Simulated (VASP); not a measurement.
# Ca2P (Fm-3m) in VASP: notebook

Ca2P is run at these levels: PBE, r2SCAN; tasks: single point, relaxation of cell and atoms.

Program: VASP 6.6.1. These are calculated values, not measurements. Logs are shortened: lines on timing, memory, paths and dates and some standing lists are left out, and cuts for length are marked.

## (1) The cell of the first run

The structure is cubic, space group Fm-3m (No. 225). The conventional cell has a = 6.827 Å, b = 6.827 Å, c = 6.827 Å, α = 90.00°, β = 90.00°, γ = 90.00°. Ca (site symmetry -43m) has 4 P at 2.96 Å and 6 Ca at 3.41 Å within 3.9 Å. P (site symmetry m-3m) has 8 Ca at 2.96 Å within 3.9 Å.

The cell was built from a structure type or drawn by symmetry, and may not be a known phase.

## (2) Single point, PBE

Contents of INCAR:

```
SYSTEM = Ca2P
PREC = Accurate
ENCUT = 520
EDIFF = 1E-6
ISMEAR = 0
SIGMA = 0.1
LREAL = .FALSE.
LASPH = .TRUE.
NELM = 100
ALGO = Normal
ISIF = 2
LWAVE = .FALSE.
LCHARG = .FALSE.
GGA = PE
NBANDS = 20
```

Contents of KPOINTS:

```
Automatic mesh
0
G
  12 12 12
  0 0 0
```

Contents of POSCAR:

```
Ca2P
1.0
    0.0000000000      3.4135507257      3.4135507257
    3.4135507257      0.0000000000      3.4135507257
    3.4135507257      3.4135507257      0.0000000000
Ca P
2 1
Direct
    0.2500000000      0.2500000000      0.2500000000
    0.7500000000      0.7500000000      0.7500000000
    0.5000000000      0.5000000000      0.5000000000
```

Potentials or basis: VASP PAW PBE potentials, release 64 (Ca_sv, P).

On the command line:

```bash
cat potpaw_PBE.64/Ca_sv/POTCAR potpaw_PBE.64/P/POTCAR > POTCAR
mpirun -np 1 vasp_std > vasp.out
```

OUTCAR:

```text
SYSTEM = Ca2P
   PREC = Accurate
   ENCUT = 520
   EDIFF = 1E-6
   ISMEAR = 0
   LREAL = .FALSE.
   LASPH = .TRUE.
   NELM = 100
   ISIF = 2
   GGA = PE

 ion  position               nearest neighbor table
   1  0.250  0.250  0.250-   3 2.96   3 2.96   3 2.96   3 2.96
   2  0.750  0.750  0.750-   3 2.96   3 2.96   3 2.96   3 2.96
   3  0.500  0.500  0.500-   1 2.96   2 2.96   1 2.96   1 2.96   2 2.96   1 2.96   2 2.96   2 2.96

  LATTYP: Found a face centered cubic cell.
 ALAT       =     6.8271014514

  Lattice vectors:

 A1 = (   0.0000000000,   3.4135507257,   3.4135507257)
 A2 = (   3.4135507257,   0.0000000000,   3.4135507257)
 A3 = (   3.4135507257,   3.4135507257,   0.0000000000)

Analysis of symmetry for initial positions (statically):
=====================================================================
 Subroutine PRICEL returns:
 Original cell was already a primitive cell.

 Routine SETGRP: Setting up the symmetry group for a
 face centered cubic supercell.

 Subroutine GETGRP returns: Found 48 space group operations
 (whereof 48 operations were pure point group operations)
 out of a pool of 48 trial point group operations.

The static configuration has the point symmetry O_h .

Analysis of symmetry for dynamics (positions and initial velocities):
=====================================================================
 Subroutine PRICEL returns:
 Original cell was already a primitive cell.

 Routine SETGRP: Setting up the symmetry group for a
 face centered cubic supercell.

 Subroutine GETGRP returns: Found 48 space group operations
 (whereof 48 operations were pure point group operations)
 out of a pool of 48 trial point group operations.

The dynamic configuration has the point symmetry O_h .

 Subroutine INISYM returns: Found 48 space group operations
 (whereof 48 operations are pure point group operations),
 and found     1 'primitive' translations

----------------------------------------------------------------------------------------

                                     Primitive cell

  volume of cell :      79.5516

  direct lattice vectors                    reciprocal lattice vectors
     0.000000000  3.413550726  3.413550726    -0.146475046  0.146475046  0.146475046
     3.413550726  0.000000000  3.413550726     0.146475046 -0.146475046  0.146475046
     3.413550726  3.413550726  0.000000000     0.146475046  0.146475046 -0.146475046

  length of vectors
     4.827489732  4.827489732  4.827489732     0.253702222  0.253702222  0.253702222

  position of ions in fractional coordinates (direct lattice)
     0.250000000  0.250000000  0.250000000
     0.750000000  0.750000000  0.750000000
     0.500000000  0.500000000  0.500000000

  ion indices of the primitive-cell ions
   primitive index   ion index
                 1           1
                 2           2
                 3           3

----------------------------------------------------------------------------------------

 KPOINTS: Automatic mesh

Automatic generation of k-mesh.
 Grid dimensions read from file:
 generate k-points for:   12   12   12

 Generating k-lattice:

  Cartesian coordinates                     Fractional coordinates (reciprocal lattice)
    -0.012206254  0.012206254  0.012206254     0.083333333  0.000000000  0.000000000
     0.012206254 -0.012206254  0.012206254     0.000000000  0.083333333  0.000000000
     0.012206254  0.012206254 -0.012206254     0.000000000  0.000000000  0.083333333

  Length of vectors
     0.021141852  0.021141852  0.021141852

  Shift w.r.t. Gamma in fractional coordinates (k-lattice)
     0.000000000  0.000000000  0.000000000

 Subroutine IBZKPT returns following result:
 ===========================================

 Found     72 irreducible k-points:

 Following reciprocal coordinates:
            Coordinates               Weight
  0.000000  0.000000  0.000000      1.000000
  0.083333  0.000000  0.000000      8.000000
  0.166667  0.000000  0.000000      8.000000
  0.250000  0.000000  0.000000      8.000000
  0.333333  0.000000  0.000000      8.000000
  0.416667  0.000000  0.000000      8.000000
[... 16 lines left out ...]
  0.500000  0.166667  0.000000     24.000000
 -0.416667  0.166667  0.000000     24.000000
 [... further k-points ...]
   k-points           NKPTS =     72   k-points in BZ     NKDIM =     72   number of bands    NBANDS=     20
   number of dos      NEDOS =    301   number of ions     NIONS =      3
   total plane-waves  NPLWV =  46656
   dimension x,y,z NGX =    36 NGY =   36 NGZ =   36
   dimension x,y,z NGXF=    72 NGYF=   72 NGZF=   72
   ions per type =               2   1
   NGX,Y,Z   is equivalent  to a cutoff of  12.40, 12.40, 12.40 a.u.
   NGXF,Y,Z  is equivalent  to a cutoff of  24.79, 24.79, 24.79 a.u.
 SYSTEM =  Ca2P
   PREC   = accura    normal or accurate (medium, high low for compatibility)
   ISTART =      0    job   : 0-new  1-cont  2-samecut
   ICHARG =      2    charge: 1-file 2-atom 10-const
   ISPIN  =      1    spin polarized calculation?
   LNONCOLLINEAR =      F non collinear calculations
   LSORBIT =      F    spin-orbit coupling
   LASPH  =      T    aspherical Exc in radial PAW
   ENCUT  =  520.0 eV  38.22 Ry    6.18 a.u.   8.98  8.98  8.98*2*pi/ulx,y,z
   NELM   =    100;   NELMIN=  2; NELMDL= -5     # of ELM steps
   EDIFF  = 0.1E-05   stopping-criterion for ELM
   LREAL  =      F    real-space projection
   EDIFFG = 0.1E-04   stopping-criterion for IOM
   NSW    =      0    number of steps for IOM
   IBRION =     -1    ionic relax: 0-MD 1-quasi-New 2-CG
   NFREE  =      0    steps in history (QN), initial steepest desc. (CG)
   ISIF   =      2    stress and relaxation
   ISYM   =      2    0-nonsym 1-usesym 2-fastsym
   POTIM  = 0.5000    time-step for ionic-motion
   TEBEG  =    0.0;   TEEND  =   0.0 temperature during run
   PSTRESS=    0.0 pullay stress
   NELECT =      25.0000    total number of electrons
   NUPDOWN=      -1.0000    fix difference up-down
   EMIN   =  10.00;   EMAX   =-10.00  energy-range for DOS
   EFERMI =   0.00;   METHOD = LEGACY
   ISMEAR =     0;   SIGMA  =   0.10  broadening in eV -4-tet -1-fermi 0-gaus
   EFERMI_NEDOS =   21; number of points for ismear=-14 and -15
   IALGO  =     38    algorithm
   IMIX   =      4    mixing-type and parameters
     AMIX     =   0.40;   BMIX     =  1.00
     AMIX_MAG =   1.60;   BMIX_MAG =  1.00
  volume/ion in A,a.u.               =      26.52       178.95
  Fermi-wavevector in a.u.,A,eV,Ry     =   1.113026  2.103313 16.855250  1.238826
  Thomas-Fermi vector in A             =   2.249606
   LORBIT       =      0    0 simple, 1 ext, 2 COOP (PROOUT), +10 PAW based schemes
   GGA     = PE    functional components
   LHFCALC =     F    Hartree Fock is set to
   AEXX    =    0.0000 exact exchange contribution
   IVDW    =     0    specifies the selected vdW correction
   LEPSILON=     F    determine dielectric tensor
   LRPA    =     F    only Hartree local field effects (RPA)
 non-spin polarized calculation
 Gauss-broadening in eV      SIGMA  =   0.10
  energy-cutoff  :      520.00
  volume of cell :       79.55
 maximum number of plane-waves:      2168
   NGX = 17   NGY = 17   NGZ = 17

 number of electron      25.0000005 magnetization

 Free energy of the ion-electron system (eV)
  ---------------------------------------------------
  ext. energy  EPLUGINS =         0.00000000
  ---------------------------------------------------
  free energy    TOTEN  =       -11.97498561 eV

  energy without entropy =      -11.96766979  energy(sigma->0) =      -11.97132770

 E-fermi :   4.3564     XC(G=0):  -8.9757

 val. band max:        4.3227608504   @ k =   0.5000   0.2500   0.0833
 cond. band min:       4.3631540338   @ k =  -0.3333   0.2500   0.0000
 fundamental gap:      0.0403931834
 Fermi energy:         4.3564281117

 k-point     1 :       0.0000    0.0000    0.0000
  band No.  band energies     occupation
      1     -37.3533      2.00000
      2     -37.2733      2.00000
      3     -18.4674      2.00000
      4     -18.4674      2.00000
      5     -18.4674      2.00000
      6     -18.2539      2.00000
[... 12 lines left out ...]
     19       8.4965      0.00000
     20       8.4965      0.00000

 k-point     2 :       0.0833    0.0000    0.0000
  band No.  band energies     occupation
      1     -37.3519      2.00000
      2     -37.2746      2.00000
      3     -18.4652      2.00000
      4     -18.4641      2.00000
      5     -18.4641      2.00000
      6     -18.2596      2.00000
[... 12 lines left out ...]
     19       8.6769      0.00000
     20       8.6797      0.00000

 k-point     3 :       0.1667    0.0000    0.0000
  band No.  band energies     occupation
      1     -37.3478      2.00000
      2     -37.2784      2.00000
      3     -18.4584      2.00000
      4     -18.4544      2.00000
      5     -18.4544      2.00000
      6     -18.2756      2.00000
[... 12 lines left out ...]
     19       8.3751      0.00000
     20       8.5115      0.00000

 k-point     4 :       0.2500    0.0000    0.0000
  band No.  band energies     occupation
      1     -37.3412      2.00000
      2     -37.2846      2.00000
      3     -18.4471      2.00000
      4     -18.4387      2.00000
      5     -18.4387      2.00000
      6     -18.2995      2.00000
[... 12 lines left out ...]
     19       7.6637      0.00000
     20       8.0753      0.00000

 k-point     5 :       0.3333    0.0000    0.0000
  band No.  band energies     occupation
      1     -37.3328      2.00000
      2     -37.2928      2.00000
      3     -18.4315      2.00000
      4     -18.4179      2.00000
      5     -18.4179      2.00000
      6     -18.3276      2.00000
[... 12 lines left out ...]
     19       7.5773      0.00000
     20       7.6307      0.00000
[... 353 lines left out ...]
      6     -18.3393      2.00000
[... 12 lines left out ...]
     19       7.9993      0.00000
     20       8.0942      0.00000

 k-point    22 :       0.4167    0.1667    0.0000
  band No.  band energies     occupation
      1     -37.3280      2.00000
      2     -37.2972      2.00000
      3     -18.4676      2.00000
      4     -18.4591      2.00000
      5     -18.4399      2.00000
      6     -18.3096      2.00000
[... 12 lines left out ...]
     19       7.6861      0.00000
     20       7.9380      0.00000

 k-point    23 :       0.5000    0.1667    0.0000
  band No.  band energies     occupation
      1     -37.3192      2.00000
      2     -37.3058      2.00000
      3     -18.4706      2.00000
      4     -18.4468      2.00000
      5     -18.4382      2.00000
      6     -18.3036      2.00000
[... 12 lines left out ...]
     19       7.4728      0.00000
     20       7.7969      0.00000

 k-point    24 :      -0.4167    0.1667    0.0000
  band No.  band energies     occupation
      1     -37.3150      2.00000
      2     -37.3100      2.00000
      3     -18.4876      2.00000
      4     -18.4252      2.00000
      5     -18.4118      2.00000
      6     -18.3313      2.00000
[... 12 lines left out ...]
     19       7.5205      0.00000
     20       7.6058      0.00000

 [... further k-points ...]

------------------------ aborting loop because EDIFF is reached ----------------------------------------

  FORCE on cell =-STRESS in cart. coord.  units (eV):
  Direction    XX          YY          ZZ          XY          YZ          ZX
  --------------------------------------------------------------------------------------
  -------------------------------------------------------------------------------------
  Total        0.0794752      0.0794752      0.0794752      0.0000000      0.0000000      0.0000000
  in kB        1.6006388      1.6006388      1.6006388      0.0000000      0.0000000      0.0000000
  external PRESSURE =       1.6006388 kB  Pullay stress =       0.0000000 kB

 VOLUME and BASIS-vectors are now :
 -----------------------------------------------------------------------------
  energy-cutoff  :      520.00
  volume of cell :       79.55
      direct lattice vectors                 reciprocal lattice vectors
     0.000000000  3.413550726  3.413550726    -0.146475046  0.146475046  0.146475046
     3.413550726  0.000000000  3.413550726     0.146475046 -0.146475046  0.146475046
     3.413550726  3.413550726  0.000000000     0.146475046  0.146475046 -0.146475046

 POSITION                                       TOTAL-FORCE (eV/Angst)
 -----------------------------------------------------------------------------------
      1.70678      1.70678      1.70678        -0.000000     -0.000000     -0.000000
      5.12033      5.12033      5.12033         0.000000     -0.000000      0.000000
      3.41355      3.41355      3.41355         0.000000      0.000000     -0.000000
 -----------------------------------------------------------------------------------
    total drift:                                0.000000      0.000000      0.000000

  FREE ENERGIE OF THE ION-ELECTRON SYSTEM (eV)
  ---------------------------------------------------
  free  energy   TOTEN  =       -11.9749856147 eV

  energy  without entropy=      -11.9676697926  energy(sigma->0) =      -11.97132770
```

Run time: 2.8 min. Hardware: 1 thread of Intel Xeon 8259CL, shared host; peak memory 0.27 GiB.

What came out:

* Free energy: -11.9750 eV
* Pressure: 0.2 GPa
* Band gap on the k mesh: zero (an odd number of electrons rules out a gap without spin polarisation)

Levels at points of the mesh, in eV from the Fermi level:
| k point | band 10 | band 11 | band 12 | band 13 | band 14 | band 15 |
| --- | --- | --- | --- | --- | --- | --- |
| (0.00, 0.00, 0.00) | -3.00 | -3.00 | -3.00 | -0.49 | 0.48 | 0.48 |
| (0.50, 0.00, 0.00) | -4.02 | -2.69 | -2.69 | 1.21 | 1.21 | 1.37 |
| (0.50, 0.50, 0.00) | -4.14 | -2.56 | -2.56 | -0.92 | 0.51 | 1.40 |

## (3) Single point, PBE

This run uses another cell than the first one: it holds 6 atoms, not 3.

Contents of INCAR:

```
SYSTEM = Ca2P
  PREC = Accurate
  ENCUT = 520
  EDIFF = 1E-6
  ISMEAR = 0
  SIGMA = 0.2
  LREAL = .False.
  LASPH = .True.
  NELM = 100
  ALGO = Normal
  ISIF = 2
  LWAVE = .False.
  LCHARG = .False.
  GGA = PE
  NBANDS = 34
```

Contents of KPOINTS:

```
Automatic mesh
0
Gamma
  6 6 6
  0 0 0
```

Contents of POSCAR:

```
Ca2P
1.0
   -3.4135507257      0.0000000000     -3.4135507257
   -3.4135507257     -3.4135507257      0.0000000000
   -6.8271014514      3.4135507257      3.4135507257
Ca P
4 2
Direct
    0.6250000000      0.6250000000      0.1250000000
    0.1250000000      0.1250000000      0.6250000000
    0.8750000000      0.8750000000      0.3750000000
    0.3750000000      0.3750000000      0.8750000000
    0.2500000000      0.2500000000      0.2500000000
    0.7500000000      0.7500000000      0.7500000000
```

Potentials or basis: VASP PAW PBE potentials, release 64 (Ca_sv, P).

On the command line:

```bash
cat potpaw_PBE.64/Ca_sv/POTCAR potpaw_PBE.64/P/POTCAR > POTCAR
mpirun -np 1 vasp_std > vasp.out
```

OUTCAR:

```text
SYSTEM = Ca2P
   PREC = Accurate
   ENCUT = 520
   EDIFF = 1E-6
   ISMEAR = 0
   LREAL = .False.
   LASPH = .True.
   NELM = 100
   ISIF = 2
   GGA = PE

 ion  position               nearest neighbor table
   1  0.625  0.625  0.125-   5 2.96   6 2.96   5 2.96   5 2.96
   2  0.125  0.125  0.625-   5 2.96   6 2.96   6 2.96   6 2.96
   3  0.875  0.875  0.375-   5 2.96   6 2.96   5 2.96   5 2.96
   4  0.375  0.375  0.875-   5 2.96   6 2.96   6 2.96   6 2.96
   5  0.250  0.250  0.250-   1 2.96   2 2.96   3 2.96   4 2.96   3 2.96   3 2.96   1 2.96   1 2.96

[... 1111 lines left out ...]
  Total        0.1440182      0.1440182      0.1440182     -0.0133933      0.0133933     -0.0133933
  in kB        1.4502705      1.4502705      1.4502705     -0.1348712      0.1348712     -0.1348712
  external PRESSURE =       1.4502705 kB  Pullay stress =       0.0000000 kB

 VOLUME and BASIS-vectors are now :
 -----------------------------------------------------------------------------
  energy-cutoff  :      520.00
  volume of cell :      159.10
      direct lattice vectors                 reciprocal lattice vectors
    -3.413550726  0.000000000 -3.413550726    -0.073237523  0.073237523 -0.219712569
    -3.413550726 -3.413550726  0.000000000    -0.073237523 -0.219712569  0.073237523
    -6.827101451  3.413550726  3.413550726    -0.073237523  0.073237523  0.073237523

 POSITION                                       TOTAL-FORCE (eV/Angst)
 -----------------------------------------------------------------------------------
     -5.12033     -1.70678     -1.70678         0.001975     -0.001975     -0.001975
     -5.12033      1.70678      1.70678         0.001975     -0.001975     -0.001975
     -8.53388     -1.70678     -1.70678        -0.001975      0.001975      0.001975
     -8.53388      1.70678      1.70678        -0.001975      0.001975      0.001975
     -3.41355      0.00000      0.00000        -0.000000     -0.000000     -0.000000
    -10.24065      0.00000      0.00000        -0.000000      0.000000      0.000000
 -----------------------------------------------------------------------------------
    total drift:                               -0.000000      0.000000     -0.000000

  FREE ENERGIE OF THE ION-ELECTRON SYSTEM (eV)
  ---------------------------------------------------
  free  energy   TOTEN  =       -23.9735342842 eV

  energy  without entropy=      -23.9300616634  energy(sigma->0) =      -23.95179797
```

OSZICAR:

```text
N       E                     dE             d eps       ncg     rms          rms(c)
DAV:   1     0.478668266404E+03    0.47867E+03   -0.24295E+04  2192   0.139E+03
DAV:   2     0.100165970480E+02   -0.46865E+03   -0.45697E+03  2256   0.409E+02
DAV:   3    -0.224779318758E+02   -0.32495E+02   -0.32014E+02  3512   0.841E+01
DAV:   4    -0.248595851305E+02   -0.23817E+01   -0.23662E+01  3568   0.201E+01
DAV:   5    -0.249611185084E+02   -0.10153E+00   -0.10149E+00  3200   0.375E+00    0.840E+00
DAV:   6    -0.240487790002E+02    0.91234E+00   -0.24298E+00  2790   0.409E+00    0.505E+00
DAV:   7    -0.239728475759E+02    0.75931E-01   -0.68080E-01  3008   0.290E+00    0.169E+00
DAV:   8    -0.239734433806E+02   -0.59580E-03   -0.12793E-01  2852   0.143E+00    0.300E-01
DAV:   9    -0.239727024205E+02    0.74096E-03   -0.74388E-03  2968   0.340E-01    0.215E-01
DAV:  10    -0.239734895959E+02   -0.78718E-03   -0.30021E-03  3200   0.230E-01    0.590E-02
DAV:  11    -0.239735367163E+02   -0.47120E-04   -0.54237E-04  2840   0.142E-01    0.286E-02
DAV:  12    -0.239735343764E+02    0.23399E-05   -0.21187E-05  3128   0.229E-02    0.883E-03
DAV:  13    -0.239735342842E+02    0.92195E-07   -0.16895E-06  2328   0.537E-03
   1 F= -.23973534E+02 E0= -.23951798E+02  d E =-.434726E-01
```

stdout:

```text
POSCAR found type information on POSCAR CaP
 POSCAR found :  2 types and       6 ions
 scaLAPACK will be used
 LDA part: xc-table for (Slater+PW92), standard interpolation
 POSCAR, INCAR and KPOINTS ok, starting setup
 FFT: planning ... GRIDC
 FFT: planning ... GRID_SOFT
 FFT: planning ... GRID
 WAVECAR not read
 entering main loop
```

It took 4.8 min on 1 thread of Intel Xeon 8259CL, shared host; peak memory 0.34 GiB.

Results:

| Quantity | Value |
| --- | --- |
| Free energy | -23.9735 eV |
| Pressure | 0.1 GPa |
| Band gap on the k mesh | zero (bands 25 and 26 overlap by 1.05 eV) |

Levels at points of the mesh, in eV from the Fermi level:
```csv
k point,band 23,band 24,band 25,band 26,band 27,band 28
"(0.00, 0.00, 0.00)",-2.71,-2.71,-0.51,0.46,0.46,1.19
"(0.50, 0.00, 0.00)",-2.65,-2.65,-0.27,-0.27,1.21,1.21
"(0.50, 0.50, 0.00)",-2.58,-2.58,-0.94,0.49,1.19,1.19
"(0.00, 0.00, 0.50)",-2.87,-2.87,0.71,0.71,0.71,0.71
```

[end of part 1 of 2]
